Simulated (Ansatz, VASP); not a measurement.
BeTlMo: VASP beside Ansatz

```
Be Tl Mo
1.0
     3.86209    0.00000    0.00000
     0.00000    3.86209    0.00000
     0.00000    0.00000    6.69090
Be Tl Mo
2 2 2
Direct
  0.00000 0.50000 0.31062
  0.50000 0.00000 0.68938
  0.00000 0.00000 0.00000
  0.50000 0.50000 0.00000
  0.00000 0.50000 0.64673
  0.50000 0.00000 0.35327
```

Alike in both runs: functional PBE; k mesh 4 × 4 × 4; occupations gaussian, width 0.1 eV; no spin polarisation.

Ansatz relaxed the structure, and its values are those at the end. VASP's run is a single point on that final structure, the one shown.

```csv
,VASP,Ansatz
version,VASP 6.6.1,Ansatz 0.2.0
potentials or method,"VASP PAW PBE potentials, release 64 (Be, Tl_d, Mo_sv), cutoff 520 eV","scalar-relativistic, plane waves, PAW"
valence electrons in the cell,58,58
```

```tsv
	VASP	Ansatz	Ansatz less VASP
gap on the k mesh at the Fermi level (eV)	none	none	-
pressure (GPa)	0.1	0.0	-0.10
rms of the force components (eV/Å)	0.005	0.006	+0.0012
```

A gap of «none» marks a metal or a gap that the smearing closes.

The k mesh is coarse, so the values compare programs but aren't converged. Neither program's run includes spin-orbit coupling.
